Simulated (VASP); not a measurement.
The system is KBr.

```
CELL_PARAMETERS angstrom
0.00000 3.30000 3.30000
3.30000 0.00000 3.30000
3.30000 3.30000 0.00000
ATOMIC_POSITIONS crystal
Br 0.50000 0.50000 0.50000
K 0.00000 0.00000 0.00000
```

* Program: VASP 6.6.1
* Task: relaxation of cell and atoms
* Functional: PBEsol
* Dispersion: D4
* Potentials or basis: VASP PAW PBE potentials, release 64 (Br, K_sv)
* Cutoff: 600 eV
* k mesh: 7 × 7 × 7
* Occupations: fermi-dirac, width 0.05 eV
* Spin: no spin polarisation

At the start: pressure -0.6 GPa; volume 35.94 Å³/atom.

Where does the relaxation end?

Over 3 steps the energy falls by 3.0 meV/atom and the volume is 34.50 Å³/atom (-4.0 %); space group Fm-3m (No. 225, to 0.05 Å).

The path:
| step | energy change (eV) | largest force (eV/Å) | pressure (GPa) | volume (Å³) |
| --- | --- | --- | --- | --- |
| 1 | 0.0000 | 0.0000 | -0.62 | 71.87 |
| 2 | -0.0044 | 0.0000 | -0.34 | 70.43 |
| 3 | -0.0060 | 0.0000 | -0.02 | 69.01 |

Final structure:
```
CELL_PARAMETERS angstrom
0.00000 3.25552 3.25552
3.25552 0.00000 3.25552
3.25552 3.25552 0.00000
ATOMIC_POSITIONS crystal
Br 0.50000 0.50000 0.50000
K 0.00000 0.00000 0.00000
```

Caveat: the PAW data sets were made with another functional, which shifts forces and pressure a little.
